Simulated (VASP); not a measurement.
Here is a VASP 6.6.1 calculation.

File INCAR:

```
  PREC = Accurate
  ENCUT = 520
  EDIFF = 1E-6
  ISMEAR = 0
  SIGMA = 0.02
  LREAL = F
  LASPH = T
  NELM = 80
  ALGO = Normal
  ISIF = 2
  LWAVE = F
  LCHARG = T
  GGA = PE
  LELF = T
  LVHAR = T
  NBANDS = 14
```

The input KPOINTS:

```
regular mesh
0
Gamma
  6 6 6
```

Contents of POSCAR:

```
NaCl
1.0
    3.5397097593      0.0000000000      0.0000000000
    0.0000000000      3.5397097593      0.0000000000
    0.0000000000      0.0000000000      3.5397097593
Na Cl
1 1
Direct
    0.0000000000      0.0000000000      0.0000000000
    0.5000000000      0.5000000000      0.5000000000
```

Potentials or basis: VASP PAW PBE potentials, release 64 (Na_pv, Cl).

Command:

```sh
$ cat potpaw_PBE.64/Na_pv/POTCAR potpaw_PBE.64/Cl/POTCAR > POTCAR
$ mpirun -np 1 vasp_std > vasp.out
```

**Question.** Estimate the pressure.

**Answer.** -0.7 GPa.

**Question.** What does it give for the band gap on the k mesh?

**Answer.** 3.87 eV, indirect (least direct gap 4.34 eV).

 A k mesh can miss the band edges.
